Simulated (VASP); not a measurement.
# TiO2 (rutile type) (P4_2/mnm) in VASP: single point with r2SCAN

Aim: the single point of TiO2 (rutile type) with r2SCAN.

Everything below comes from runs of VASP 6.6.1. Logs are shortened: lines on timing, memory, paths and dates and some standing lists are left out, and cuts for length are marked.

### Step 1. The cell of the first run

It takes space group P4_2/mnm (No. 136, tetragonal). The conventional cell has a = 4.597 Å, b = 4.597 Å, c = 2.954 Å, α = 90.00°, β = 90.00°, γ = 90.00°. Ti (site symmetry mmm) has 6 O at 1.95 to 1.98 Å within 2.6 Å. O (site symmetry m2m) has 3 Ti at 1.95 to 1.98 Å and 1 O at 2.54 Å within 2.6 Å.

### Step 2. Single point, r2SCAN

File POSCAR:

```
TiO2
1.0
    4.5965795803      0.0000000000      0.0000000000
    0.0000000000      4.5965795803      0.0000000000
    0.0000000000      0.0000000000      2.9538555608
Ti O
2 4
Direct
    0.0000000000      0.0000000000      0.0000000000
    0.5000000000      0.5000000000      0.5000000000
    0.3046239618      0.3046239618      0.0000000000
    0.6953760382      0.6953760382      0.0000000000
    0.8046239618      0.1953760382      0.5000000000
    0.1953760382      0.8046239618      0.5000000000
```

File INCAR.step1:

```
SYSTEM = TiO2
PREC     = Accurate       ! precision mode
ENCUT    = 520            ! plane-wave cutoff, eV
ISMEAR   = -1             ! smearing method
SIGMA    = 0.05           ! smearing width, eV
LREAL    = .FALSE.        ! projectors in reciprocal space
LASPH    = .TRUE.         ! aspherical terms in the spheres
NELM     = 100            ! most SCF steps
NBANDS   = 33             ! bands
GGA      = PE             ! functional
ALGO     = Normal         ! electronic algorithm
EDIFF    = 1E-4           ! SCF threshold, eV
LWAVE    = .TRUE.         ! write WAVECAR
LCHARG   = .FALSE.        ! write CHGCAR
```

File INCAR.step2:

```
SYSTEM = TiO2
PREC     = Accurate       ! precision mode
ENCUT    = 520            ! plane-wave cutoff, eV
EDIFF    = 1E-6           ! SCF threshold, eV
ISMEAR   = -1             ! smearing method
SIGMA    = 0.05           ! smearing width, eV
LREAL    = .FALSE.        ! projectors in reciprocal space
LASPH    = .TRUE.         ! aspherical terms in the spheres
NELM     = 100            ! most SCF steps
ALGO     = Normal         ! electronic algorithm
ISIF     = 2              ! what is computed and relaxed
LWAVE    = .FALSE.        ! write WAVECAR
LCHARG   = .FALSE.        ! write CHGCAR
METAGGA  = R2SCAN         ! meta-GGA
LMIXTAU  = .TRUE.       
NBANDS   = 33             ! bands
ISTART   = 1
```

File KPOINTS:

```
Automatic mesh
0
G
  8 8 11
  0 0 0
```

Potentials or basis: VASP PAW PBE potentials, release 64 (Ti_sv, O).

On the command line:

```sh
$ cat potpaw_PBE.64/Ti_sv/POTCAR potpaw_PBE.64/O/POTCAR > POTCAR
$ cp INCAR.step1 INCAR
$ mpirun -np 1 vasp_std > vasp.out
$ cp INCAR.step2 INCAR
$ mpirun -np 1 vasp_std > vasp.out
```

OUTCAR:

```text
SYSTEM = TiO2
   PREC = Accurate
   ENCUT = 520
   EDIFF = 1E-6
   ISMEAR = -1
   LREAL = .FALSE.
   LASPH = .TRUE.
   NELM = 100
   ISIF = 2
   METAGGA = R2SCAN
   ISTART = 1

 ion  position               nearest neighbor table
   1  0.000  0.000  0.000-   5 1.95   6 1.95   5 1.95   6 1.95   3 1.98   4 1.98
   2  0.500  0.500  0.500-   3 1.95   4 1.95   3 1.95   4 1.95   5 1.98   6 1.98
   3  0.305  0.305  0.000-   2 1.95   2 1.95   1 1.98
   4  0.695  0.695  0.000-   2 1.95   2 1.95   1 1.98
   5  0.805  0.195  0.500-   1 1.95   1 1.95   2 1.98
   6  0.195  0.805  0.500-   1 1.95   1 1.95   2 1.98

  LATTYP: Found a simple tetragonal cell.
 ALAT       =     4.5965795803
 C/A-ratio  =     0.6426203461

  Lattice vectors:

 A1 = (   4.5965795803,   0.0000000000,   0.0000000000)
 A2 = (   0.0000000000,   4.5965795803,   0.0000000000)
 A3 = (   0.0000000000,   0.0000000000,   2.9538555608)

Analysis of symmetry for initial positions (statically):
=====================================================================
 Subroutine PRICEL returns:
 Original cell was already a primitive cell.

 Routine SETGRP: Setting up the symmetry group for a
 simple tetragonal supercell.

 Subroutine GETGRP returns: Found 16 space group operations
 (whereof  8 operations were pure point group operations)
 out of a pool of 16 trial point group operations.

The static configuration has the point symmetry D_2h.
 The point group associated with its full space group is D_4h.

Analysis of symmetry for dynamics (positions and initial velocities):
=====================================================================
 Subroutine PRICEL returns:
 Original cell was already a primitive cell.

 Routine SETGRP: Setting up the symmetry group for a
 simple tetragonal supercell.

 Subroutine GETGRP returns: Found 16 space group operations
 (whereof  8 operations were pure point group operations)
 out of a pool of 16 trial point group operations.

The dynamic configuration has the point symmetry D_2h.
 The point group associated with its full space group is D_4h.

 Subroutine INISYM returns: Found 16 space group operations
 (whereof  8 operations are pure point group operations),
 and found     1 'primitive' translations

----------------------------------------------------------------------------------------

                                     Primitive cell

  volume of cell :      62.4107

[... 97 lines left out ...]
   LREAL  =      F    real-space projection
   EDIFFG = 0.1E-04   stopping-criterion for IOM
   NSW    =      0    number of steps for IOM
   IBRION =     -1    ionic relax: 0-MD 1-quasi-New 2-CG
   NFREE  =      0    steps in history (QN), initial steepest desc. (CG)
   ISIF   =      2    stress and relaxation
   ISYM   =      2    0-nonsym 1-usesym 2-fastsym
   POTIM  = 0.5000    time-step for ionic-motion
   TEBEG  =    0.0;   TEEND  =   0.0 temperature during run
   PSTRESS=    0.0 pullay stress
   NELECT =      48.0000    total number of electrons
   NUPDOWN=      -1.0000    fix difference up-down
   EMIN   =  10.00;   EMAX   =-10.00  energy-range for DOS
   EFERMI =   0.00;   METHOD = LEGACY
   ISMEAR =    -1;   SIGMA  =   0.05  broadening in eV -4-tet -1-fermi 0-gaus
   EFERMI_NEDOS =   21; number of points for ismear=-14 and -15
   IALGO  =     38    algorithm
   IMIX   =      4    mixing-type and parameters
     AMIX     =   0.40;   BMIX     =  1.00
     AMIX_MAG =   1.60;   BMIX_MAG =  1.00
  volume/ion in A,a.u.               =      10.40        70.19
  Fermi-wavevector in a.u.,A,eV,Ry     =   1.499923  2.834444 30.609966  2.249769
  Thomas-Fermi vector in A             =   2.611490
   LORBIT       =      0    0 simple, 1 ext, 2 COOP (PROOUT), +10 PAW based schemes
   METAGGA = R2SCAN    functional components
   LHFCALC =     F    Hartree Fock is set to
   AEXX    =    0.0000 exact exchange contribution
   IVDW    =     0    specifies the selected vdW correction
   LEPSILON=     F    determine dielectric tensor
   LRPA    =     F    only Hartree local field effects (RPA)
 non-spin polarized calculation
  energy-cutoff  :      520.00
  volume of cell :       62.41
 maximum number of plane-waves:      1720
 NGX is ok and might be reduce to    36
   NGX = 17   NGY = 17   NGZ = 11

 number of electron      48.0000021 magnetization

 Free energy of the ion-electron system (eV)
  ---------------------------------------------------
  ext. energy  EPLUGINS =         0.00000000
  ---------------------------------------------------
  free energy    TOTEN  =       -69.79427879 eV

  energy without entropy =      -69.79427879  energy(sigma->0) =      -69.79427879

 E-fermi :   5.6010     XC(G=0): -12.1570

 val. band max:        4.5442433283   @ k =   0.0000   0.0000   0.0000
 cond. band min:       6.7730596194   @ k =   0.0000   0.0000   0.0000
 fundamental gap:      2.2288162911
 Fermi energy:         5.6009841988

 k-point     1 :       0.0000    0.0000    0.0000
  band No.  band energies     occupation
      1     -54.5985      2.00000
      2     -54.5806      2.00000
      3     -29.8653      2.00000
      4     -29.8653      2.00000
      5     -29.6868      2.00000
      6     -29.6868      2.00000
[... 853 lines left out ...]
     32      10.7840      0.00000
     33      11.2313      0.00000

 [... further k-points ...]

------------------------ aborting loop because EDIFF is reached ----------------------------------------

  FORCE on cell =-STRESS in cart. coord.  units (eV):
  Direction    XX          YY          ZZ          XY          YZ          ZX
  --------------------------------------------------------------------------------------
  -------------------------------------------------------------------------------------
  Total        0.4102949      0.4102949      0.6716987     -0.0000000      0.0000000      0.0000000
  in kB       10.5328979     10.5328979     17.2435328     -0.0000000      0.0000000      0.0000000
  external PRESSURE =      12.7697762 kB  Pullay stress =       0.0000000 kB

 VOLUME and BASIS-vectors are now :
 -----------------------------------------------------------------------------
  energy-cutoff  :      520.00
  volume of cell :       62.41
      direct lattice vectors                 reciprocal lattice vectors
     4.596579580  0.000000000  0.000000000     0.217553070  0.000000000  0.000000000
     0.000000000  4.596579580  0.000000000     0.000000000  0.217553070  0.000000000
     0.000000000  0.000000000  2.953855561     0.000000000  0.000000000  0.338540589

 POSITION                                       TOTAL-FORCE (eV/Angst)
 -----------------------------------------------------------------------------------
      0.00000      0.00000      0.00000         0.000000      0.000000      0.000000
      2.29829      2.29829      1.47693         0.000000      0.000000      0.000000
      1.40023      1.40023      0.00000        -0.024938     -0.024938     -0.000000
      3.19635      3.19635      0.00000         0.024938      0.024938      0.000000
      3.69852      0.89806      1.47693        -0.024938      0.024938      0.000000
      0.89806      3.69852      1.47693         0.024938     -0.024938     -0.000000
 -----------------------------------------------------------------------------------
    total drift:                                0.000000      0.000000      0.000000

  FREE ENERGIE OF THE ION-ELECTRON SYSTEM (eV)
  ---------------------------------------------------
  free  energy   TOTEN  =       -69.7942787863 eV

  energy  without entropy=      -69.7942787862  energy(sigma->0) =      -69.79427879
```

OUTCAR.step1:

```text
SYSTEM = TiO2
   PREC = Accurate
   ENCUT = 520
   ISMEAR = -1
   LREAL = .FALSE.
   LASPH = .TRUE.
   NELM = 100
[... 1102 lines left out ...]
      3.19635      3.19635      0.00000         0.056096      0.056096     -0.000000
      3.69852      0.89806      1.47693        -0.056096      0.056096     -0.000000
      0.89806      3.69852      1.47693         0.056096     -0.056096      0.000000
 -----------------------------------------------------------------------------------
    total drift:                                0.000000      0.000000      0.000000

  FREE ENERGIE OF THE ION-ELECTRON SYSTEM (eV)
  ---------------------------------------------------
  free  energy   TOTEN  =       -53.6449325492 eV

  energy  without entropy=      -53.6449325488  energy(sigma->0) =      -53.64493255
```

OSZICAR.step1:

```text
N       E                     dE             d eps       ncg     rms          rms(c)
DAV:   1     0.650643032751E+03    0.65064E+03   -0.24192E+04  5940   0.172E+03
DAV:   2     0.240458815703E+02   -0.62660E+03   -0.58024E+03  6499   0.512E+02
DAV:   3    -0.663426906132E+02   -0.90389E+02   -0.88651E+02  8046   0.188E+02
DAV:   4    -0.709418813350E+02   -0.45992E+01   -0.45879E+01  8643   0.400E+01
DAV:   5    -0.711169915804E+02   -0.17511E+00   -0.17509E+00  7858   0.626E+00    0.315E+01
DAV:   6    -0.539846862024E+02    0.17132E+02   -0.74896E+01  7864   0.886E+01    0.111E+01
DAV:   7    -0.539209278470E+02    0.63758E-01   -0.13195E+01  7391   0.328E+01    0.920E+00
DAV:   8    -0.537827961321E+02    0.13813E+00   -0.46775E-01  7425   0.538E+00    0.719E+00
DAV:   9    -0.538057161701E+02   -0.22920E-01   -0.13090E+00  7639   0.135E+01    0.361E+00
DAV:  10    -0.536561139074E+02    0.14960E+00   -0.66362E-01  7316   0.831E+00    0.958E-01
DAV:  11    -0.536467512996E+02    0.93626E-02   -0.30564E-02  7278   0.136E+00    0.485E-01
DAV:  12    -0.536453251572E+02    0.14261E-02   -0.85326E-03  6695   0.651E-01    0.161E-01
DAV:  13    -0.536449447019E+02    0.38046E-03   -0.81692E-04  7585   0.283E-01    0.507E-02
DAV:  14    -0.536449325492E+02    0.12153E-04   -0.87417E-05  3633   0.796E-02
   1 F= -.53644933E+02 E0= -.53644933E+02  d E =-.411401E-09
```

Run time: 11 min. Hardware: 1 thread of Intel Xeon 8259CL, shared host; peak memory 0.28 GiB.

Results:

```
Free energy            : -69.7943 eV
Pressure               : 1.3 GPa
Largest force          : 0.035 eV/Å
Band gap on the k mesh : 2.23 eV
```

Forces on the atoms (eV/Å):
```
Ti   0.000  0.000  0.000
Ti   0.000  0.000  0.000
O   -0.025 -0.025  0.000
O    0.025  0.025  0.000
O   -0.025  0.025  0.000
O    0.025 -0.025  0.000
```

Levels at points of the mesh, in eV from the valence-band top:
| k point | band 21 | band 22 | band 23 | band 24 | band 25 | band 26 | band 27 | band 28 |
| --- | --- | --- | --- | --- | --- | --- | --- | --- |
| (0.00, 0.00, 0.00) | -0.76 | -0.49 | -0.49 | 0.00 | 2.23 | 2.55 | 2.79 | 2.88 |
| (0.50, 0.00, 0.00) | -1.70 | -1.70 | -0.77 | -0.77 | 2.92 | 2.92 | 3.41 | 3.41 |
| (0.50, 0.50, 0.00) | -1.38 | -1.38 | -1.13 | -1.13 | 2.27 | 2.27 | 2.90 | 2.90 |

Caveat: the PAW data sets were made with another functional, which shifts forces and pressure a little; an odd mesh through Γ misses points on the zone boundary, where band edges can lie.
